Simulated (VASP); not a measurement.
The system is CdSe.

```
CELL_PARAMETERS angstrom
0.00000 2.87396 2.87396
2.87396 0.00000 2.87396
2.87396 2.87396 0.00000
ATOMIC_POSITIONS crystal
Cd 0.00000 0.00000 0.00000
Se 0.50000 0.50000 0.50000
```

Base run:

| Quantity | Value |
| --- | --- |
| Program | VASP 6.6.1 |
| Functional | PBEsol |
| Potentials or basis | VASP PAW PBE potentials, release 64 (Cd, Se) |
| Cutoff | 520 eV |
| k mesh | 6 × 6 × 6 |
| Occupations | fermi-dirac, width 0.05 eV |
| Spin | no spin polarisation |

Its results: pressure -3.4 GPa.

Task: The run is repeated on the same cell with these changes: functional from PBEsol to r2SCAN. What comes out?

Result: Pressure -1.8 GPa.

Caveats: the PAW data sets were made with another functional, which shifts forces and pressure a little.
